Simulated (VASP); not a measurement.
Write the native input for VASP 6.6.1 that does the following.

```yaml
Task: single point
Functional: PBE
Potentials_or_basis: VASP PAW PBE potentials, release 64 (Y_sv)
Cutoff: 520 eV
k_mesh: 12 × 12 × 7
Occupations: fermi-dirac, width 0.08 eV
Spin: no spin polarisation
Dipole_correction: no
Further_INCAR_settings: ALGO = Normal; EDIFF = 1e-06; NBANDS = 18
```

The structure of Y lies in POSCAR:

```
Y
1.0
    3.6021486032      0.0000000000      0.0000000000
   -1.8010743015      3.1195521985      0.0000000000
    0.0000000000      0.0000000000      5.6697229104
Y
2
Direct
    0.3333333333      0.6666666667      0.2500000000
    0.6666666667      0.3333333333      0.7500000000
```

One way to write it, as run:

INCAR

```
PREC = Accurate
ENCUT = 520
EDIFF = 1E-6
ISMEAR = -1
SIGMA = 0.08
LREAL = F
LASPH = T
NELM = 60
ALGO = Normal
ISIF = 2
LWAVE = F
LCHARG = F
GGA = PE
NBANDS = 18
```

KPOINTS

```
Automatic mesh
0
Gamma
  12 12 7
```

Potentials or basis: VASP PAW PBE potentials, release 64 (Y_sv).

Run with:

```console
$ cat potpaw_PBE.64/Y_sv/POTCAR > POTCAR
$ mpirun -np 1 vasp_std > vasp.out
```

Results of the run:

| Property | Result |
| --- | --- |
| Pressure | 1.3 GPa |
| Band gap on the k mesh | zero (bands 11 and 12 overlap by 1.39 eV) |

It took 2.2 min on 1 thread of Intel Xeon 8259CL, with other jobs on the host, peak memory 0.23 GiB.
